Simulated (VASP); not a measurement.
Runs of VASP 6.6.1 on In3Sb. The structure is that of space group Pm-3m (No. 221), or close to it. The cells are those of the table. 

```tsv
cell	gap on the mesh (eV)	pressure (GPa)
a = 4.772 Å, 4 atoms	none	-1.1
a = 4.901 Å, 4 atoms	none	(a)
a = 4.837 Å, 4 atoms	none	-2.6
a = 4.738 Å, 4 atoms	none	-0.3
```

Alike in all rows: task single point; level PBEsol; potentials or basis VASP PAW PBE potentials, release 64 (Sb, In_d); no spin polarisation; k mesh 6 × 6 × 6; cutoff (eV) 520; smearing fermi-dirac 0.05 eV.

**Question.** Estimate the missing entries.

**Answer.** (a) -3.8.

Caveats: the PAW data sets were made with another functional, which shifts forces and pressure a little; spin-orbit coupling is left out, which moves the levels of the heavy elements; the cell stands under tension (at least some runs).

A k mesh can miss the band edges, and the runs leave out spin-orbit coupling on In, Sb.

A gap of «none» marks levels without a gap at the run's occupations.
